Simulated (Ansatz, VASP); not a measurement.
# One calculation of TiAl3, two programs

Contents of INCAR:

```
PREC     = Accurate       # precision mode
ENCUT    = 520            # plane-wave cutoff, eV
EDIFF    = 1E-6           # SCF threshold, eV
ISMEAR   = 0              # smearing method
SIGMA    = 0.1            # smearing width, eV
LREAL    = False          # projectors in reciprocal space
LASPH    = True           # aspherical terms in the spheres
NELM     = 60             # most SCF steps
ALGO     = Fast           # electronic algorithm
ISIF     = 2              # what is computed and relaxed
LWAVE    = False          # write WAVECAR
LCHARG   = False          # write CHGCAR
GGA      = PS             # functional
NBANDS   = 31             # bands
```

KPOINTS

```
regular mesh
0
Gamma
  10 10 4
```

File POSCAR:

```
TiAl3
1.0
    3.8155481467      0.0000000000      0.0000000000
    0.0000000000      3.8155481467      0.0000000000
    0.0000000000      0.0000000000      8.5539936146
Ti Al
2 6
Direct
    0.0000000000      0.0000000000      0.0000000000
    0.5000000000      0.5000000000      0.5000000000
    0.5000000000      0.5000000000      0.0000000000
    0.0000000000      0.5000000000      0.2500000000
    0.5000000000      0.0000000000      0.2500000000
    0.0000000000      0.0000000000      0.5000000000
    0.5000000000      0.0000000000      0.7500000000
    0.0000000000      0.5000000000      0.7500000000
```

Input for Ansatz:

```yaml
crystal:
  lattice:
    - [3.8155481469, 0.0, 0.0]
    - [0.0, 3.8155481469, 0.0]
    - [0.0, 0.0, 8.5539936137]
  atoms:
    - { symbol: Ti, position: [0.0, 0.0, 0.0] }
    - { symbol: Ti, position: [0.5, 0.5, 0.5] }
    - { symbol: Al, position: [0.5, 0.5, 0.0] }
    - { symbol: Al, position: [0.0, 0.5, 0.25] }
    - { symbol: Al, position: [0.5, 0.0, 0.25] }
    - { symbol: Al, position: [0.0, 0.0, 0.5] }
    - { symbol: Al, position: [0.5, 0.0, 0.75] }
    - { symbol: Al, position: [0.0, 0.5, 0.75] }
basis:
  ecutwfc: 420
kpoints:
  mp_grid: { grid: [10, 10, 4] }
hamiltonian:
  xc: pbesol
scf:
  occupations: { method: gaussian, width: 0.1 }
output:
  forces: true
  stress: true
  eigenvalues: true
```

Alike in both runs: task single point; functional PBEsol; k mesh 10 × 10 × 4; occupations gaussian, width 0.1 eV; no spin polarisation.

```csv
,VASP,Ansatz
version,VASP 6.6.1,Ansatz 0.2.0
potentials or method,"VASP PAW PBE potentials, release 64 (Ti_sv, Al), cutoff 520 eV","scalar-relativistic, plane waves, PAW"
valence electrons in the cell,42,42
```

VASP gave:

* gap on the k mesh at the Fermi level (eV): none
* pressure (GPa): 0.1
* traceless stress, the component that is largest in VASP (GPa): 0.05

Q: Which values does Ansatz return?

A: gap on the k mesh at the Fermi level (eV): none; pressure (GPa): 0.0; traceless stress, the component that is largest in VASP (GPa): 0.06.

VASP's potentials were made for PBE, not for PBEsol. A gap of «none» marks a metal or a gap that the smearing closes. The functional is the same, so the differences come from potentials, cutoffs and numerics.
